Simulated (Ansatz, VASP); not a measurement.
## One calculation of ZnS, two programs

```xyz
2
Lattice="0.0000 2.7317 2.7046 2.7317 0.0000 2.7046 2.7317 2.7317 0.0000" Properties=species:S:1:pos:R:3 pbc="T T T"
Zn    0.0000    0.0000    0.0000
S     4.0975    4.0975    4.0570
```

Change from the starting cell: equal xx and yy strain of +1 %.

Alike in both runs: task single point; functional PBEsol; k mesh 8 × 8 × 8; occupations fermi-dirac, width 0.01 eV; no spin polarisation.

```csv
,VASP,Ansatz
version,VASP 6.6.1,Ansatz 0.2.0
potentials or method,"VASP PAW PBE potentials, release 64 (Zn, S), cutoff 520 eV","all-electron LAPW, scalar-relativistic"
```

Ansatz gave:

* gap on the k mesh at the Fermi level (eV): 1.86
* pressure (GPa): -3.5
* traceless stress, the component that is largest in VASP (GPa): 0.29

Q: Estimate VASP's values.

A: gap on the k mesh at the Fermi level (eV): 1.86; pressure (GPa): -3.3; traceless stress, the component that is largest in VASP (GPa): 0.28.

VASP's potentials were made for PBE, not for PBEsol. Ansatz ran all-electron here, and VASP with PAW potentials.
